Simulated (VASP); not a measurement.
Write the native input for VASP 6.6.1 that does the following.

| Quantity | Value |
| --- | --- |
| Task | single point |
| Functional | PBE |
| Potentials or basis | VASP PAW PBE potentials, release 64 (Cr_pv, Ge_d, Mo_sv) |
| Cutoff | 520 eV |
| k mesh | 12 × 12 × 6 |
| Occupations | gaussian, width 0.1 eV |
| Spin | no spin polarisation |
| Dipole correction | no |
| Further INCAR settings | ALGO = Normal; EDIFF = 1e-06; NBANDS = 50 |

The structure of CrGe4Mo lies in POSCAR:

```
CrGe4Mo
1.0
    3.3929879719      0.0000000000      0.0000000000
    0.0000000000      3.3929879719      0.0000000000
    0.0000000000      0.0000000000      8.4509818514
Cr Ge Mo
1 4 1
Direct
    0.0000000000      0.0000000000      0.0000000000
    0.0000000000      0.0000000000      0.6628252307
    0.5000000000      0.5000000000      0.1553592887
    0.0000000000      0.0000000000      0.3371747693
    0.5000000000      0.5000000000      0.8446407113
    0.5000000000      0.5000000000      0.5000000000
```

This cell differs from its parent crystal: volume scaled by 1.10, then relaxed in part.

These files were run (other wordings do the same):

INCAR

```
SYSTEM = CrGe4Mo
  PREC = Accurate
  ENCUT = 520
  EDIFF = 1E-6
  ISMEAR = 0
  SIGMA = 0.1
  LREAL = .FALSE.
  LASPH = .TRUE.
  NELM = 80
  ALGO = Normal
  ISIF = 2
  LWAVE = .FALSE.
  LCHARG = .FALSE.
  GGA = PE
  NBANDS = 50
```

KPOINTS

```
Automatic mesh
0
G
  12 12 6
  0 0 0
```

Potentials or basis: VASP PAW PBE potentials, release 64 (Cr_pv, Ge_d, Mo_sv).

Run with:

```sh
$ cat potpaw_PBE.64/Cr_pv/POTCAR potpaw_PBE.64/Ge_d/POTCAR potpaw_PBE.64/Mo_sv/POTCAR > POTCAR
$ mpirun -np 1 vasp_std > vasp.out
```

Results of the run:

```yaml
Pressure: -11.2 GPa
Largest_force: 0.008 eV/Å
Band_gap_on_the_k_mesh: zero (band 41 reaches 9.07 eV, above the bottom of band 42 at 8.41 eV)
```

Run time: 19 min on 1 thread of Oxide Virtual Turin-like Processor, with other jobs on the host, peak memory 0.52 GiB.
